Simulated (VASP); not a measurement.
# SrO (so): single point with PBEsol

The system is SrO (so).

```
Sr O
1.0
     0.00000    2.53571    2.53571
     2.53571    0.00000    2.53571
     2.53571    2.53571    0.00000
Sr O
1 1
Direct
  0.00000 0.00000 0.00000
  0.50000 0.50000 0.50000
```

```
Program                : VASP 6.6.1
Task                   : single point
Functional             : PBEsol
Potentials or basis    : VASP PAW PBE potentials, release 64 (Sr_sv, O)
Cutoff                 : 600 eV
k mesh                 : 6 × 6 × 6
Occupations            : gaussian, width 0.01 eV
Spin                   : non-collinear spin, zero start, spin-orbit coupling
Starting moments       : [[0.0, 0.0, 0.0], [0.0, 0.0, 0.0]] μB
Dipole correction      : no
Further INCAR settings : ALGO = Normal; EDIFF = 1e-06; NBANDS = 28
```

| Property | Result |
| --- | --- |
| Pressure | 3.6 GPa |
| Net moment | 0.00 μB per cell |
| Valence electrons inside the program's atomic spheres | Sr 8.11; O 4.96 |

Moments on the atoms (μB; x, y, z):
```
Sr  0.00 0.00 0.00
O   0.00 0.00 0.00
```

Wall time 83 s on 1 thread of Intel Xeon 8259CL, on a shared host, peak memory 0.28 GiB.

Caveat: the PAW data sets were made with another functional, which shifts forces and pressure a little.
